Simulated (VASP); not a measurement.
# LaTe: single point with LDA

The system is LaTe.

```
CELL_PARAMETERS angstrom
0.00000 3.20026 3.20026
3.20026 0.00000 3.20026
3.20026 3.20026 0.00000
ATOMIC_POSITIONS crystal
La 0.00000 0.00000 0.00000
Te 0.50000 0.50000 0.50000
```

This cell differs from its parent crystal: volume scaled by 0.99.

```
Program             : VASP 6.6.1
Task                : single point
Functional          : LDA
Potentials or basis : VASP PAW LDA potentials, release 64 (La, Te)
Cutoff              : 520 eV
k mesh              : 10 × 10 × 10
Occupations         : fermi-dirac, width 0.08 eV
Spin                : no spin polarisation
```

- Pressure: -1.5 GPa

Levels at points of the mesh, in eV from the Fermi level:
```tsv
k point	band 4	band 5	band 6	band 7	band 8	band 9	band 10	band 11	band 12	band 13
(0.00, 0.00, 0.00)	-16.95	-12.35	-2.28	-2.28	-2.28	-0.02	-0.02	-0.02	0.68	0.68
(0.50, 0.00, 0.00)	-16.96	-11.18	-5.26	-3.90	-3.90	0.76	1.10	1.10	1.33	1.33
(0.50, 0.50, 0.00)	-17.08	-12.01	-3.59	-2.67	-2.67	-1.64	1.20	1.21	1.28	1.28
```

Run time: 41 s on 1 thread of Intel(R) Xeon(R) Platinum 8488C (Sapphire Rapids), with other jobs on the host, peak memory 0.22 GiB.

Caveat: spin-orbit coupling is left out, which moves the levels of the heavy elements.
